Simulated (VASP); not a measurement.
A run of VASP 6.6.1 is set up as follows.

The input INCAR:

```
ALGO = Normal
EDIFF = 1E-6
ENCUT = 520
GGA = CA
ISIF = 2
ISMEAR = 1
LASPH = True
LCHARG = False
LREAL = False
LWAVE = False
NBANDS = 18
NELM = 80
PREC = Accurate
SIGMA = 0.15
```

KPOINTS

```
k-points
0
Gamma
  3 3 3
```

POSCAR

```
Li5Mg
1.0
    5.2741255200      0.0000000000      0.0000000000
   -2.6370627600      4.5675266831      0.0000000000
    0.0000000000      0.0000000000      5.0531989800
Li Mg
5 1
Direct
    0.3322508100      0.0000000000      0.0000000000
    0.0000000000      0.3322508100      0.0000000000
    0.6677491900      0.6677491900      0.0000000000
    0.6666666667      0.3333333333      0.5000000000
    0.3333333333      0.6666666667      0.5000000000
    0.0000000000      0.0000000000      0.5000000000
```

Potentials or basis: VASP PAW LDA potentials, release 64 (Li_sv, Mg).

Launch:

```sh
$ cat potpaw_LDA.64/Li_sv/POTCAR potpaw_LDA.64/Mg/POTCAR > POTCAR
$ mpirun -np 1 vasp_std > vasp.out
```

Task: Predict the largest force.

Result: 0.029 eV/Å.

Forces on the atoms (eV/Å):
```
Li   0.029  0.000  0.000
Li  -0.014  0.025  0.000
Li  -0.014 -0.025  0.000
Li   0.000  0.000  0.000
Li   0.000  0.000  0.000
Mg   0.000  0.000  0.000
```

Caveat: the k points lie up to 0.46 Å⁻¹ apart.
